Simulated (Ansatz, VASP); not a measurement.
# One calculation of Ag, two programs

```xyz
1
Lattice="0.0000 2.0427 2.0427 2.0427 0.0000 2.0427 2.0427 2.0427 0.0000" Properties=species:S:1:pos:R:3 pbc="T T T"
Ag    0.0000    0.0000    0.0000
```

Alike in both runs: functional PBE-based screened hybrid with a share of 0.25 of exact exchange and HFSCREEN = 0.3; k mesh 6 × 6 × 6; occupations fermi-dirac, width 0.05 eV; no spin polarisation.

|  | VASP | Ansatz |
| --- | --- | --- |
| version | VASP 6.6.1 | Ansatz 0.2.0 |
| potentials or method | VASP PAW PBE potentials, release 64 (Ag) | Ansatz PAW |
| plane-wave cutoff (eV) | 400 | 420 |
| valence electrons in the cell | 11 | 19 |
| task | single point | band structure |

```csv
,VASP,Ansatz,Ansatz less VASP
gap on the k mesh at the Fermi level (eV),none,none,-
pressure (GPa),4.5,4.9,+0.40
```

VASP's potentials were made for PBE, not for PBE-based screened hybrid. A gap of «none» marks a metal or a gap that the smearing closes. VASP's potentials hold 11 valence electrons a cell and Ansatz's 19, so a difference there can come from the potentials and not from the codes.

The k mesh is coarse, so the values compare programs but aren't converged.
